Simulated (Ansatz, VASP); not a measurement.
**MgS: VASP beside Ansatz**

File INCAR:

```
PREC = Accurate ; ENCUT = 520
EDIFF = 1E-6 ; ISMEAR = 1
SIGMA = 0.01 ; LREAL = F
LASPH = T ; NELM = 60
ALGO = Normal ; ISIF = 2
LWAVE = F ; LCHARG = T
GGA = PS ; LELF = T
LVHAR = T ; NBANDS = 16
```

Contents of KPOINTS:

```
Automatic mesh
0
Gamma
  5 5 3
```

The input POSCAR:

```
MgS
1.0
    4.0346200000      0.0000000000      0.0000000000
   -2.0173100000      3.4940900000      0.0000000000
    0.0000000000      0.0000000000      6.4322900000
Mg S
2 2
Direct
    0.6666666667      0.3333333333      0.4957500000
    0.3333333333      0.6666666667      0.9957500000
    0.3333333333      0.6666666667      0.3792400000
    0.6666666667      0.3333333333      0.8792400000
```

Input for Ansatz:

```yaml
crystal:
  lattice:
    - [4.03462, 0.0, 0.0]
    - [-2.01731, 3.49409, 0.0]
    - [0.0, 0.0, 6.43229]
  atoms:
    - { symbol: Mg, position: [0.6666666666666666, 0.3333333333333333, 0.49575] }
    - { symbol: Mg, position: [0.3333333333333333, 0.6666666666666666, 0.99575] }
    - { symbol: S, position: [0.3333333333333333, 0.6666666666666666, 0.37924] }
    - { symbol: S, position: [0.6666666666666666, 0.3333333333333333, 0.87924] }
basis:
  ecutwfc: 500.0
kpoints:
  mp_grid:
    grid: [5, 5, 3]
hamiltonian:
  xc: pbesol
scf:
  convergence:
    dr2_threshold: 1.0e-07
  occupations:
    method: methfessel_paxton
    width: 0.01
output:
  stress: true
```

Alike in both runs: task single point; functional PBEsol; k mesh 5 × 5 × 3; occupations methfessel-paxton of order 1, width 0.01 eV; no spin polarisation.

```csv
,VASP,Ansatz
version,VASP 6.6.1,Ansatz 0.2.0
potentials or method,"VASP PAW PBE potentials, release 64 (Mg, S), cutoff 520 eV","plane waves, PAW"
valence electrons in the cell,16,32
```

Ansatz gave:

| Item | Value |
| --- | --- |
| pressure (GPa) | -0.3 |
| traceless stress, the component that is largest in VASP (GPa) | -0.24 |

Question: What did VASP give for the same quantities?

Answer: Pressure (GPa): -0.4; traceless stress, the component that is largest in VASP (GPa): -0.23.

VASP's potentials were made for PBE, not for PBEsol. The functional is the same, so the differences come from potentials, cutoffs and numerics. VASP's potentials hold 16 valence electrons a cell and Ansatz's 32, so a difference there can come from the potentials and not from the codes. Ansatz's warnings: stress scf threshold loose.
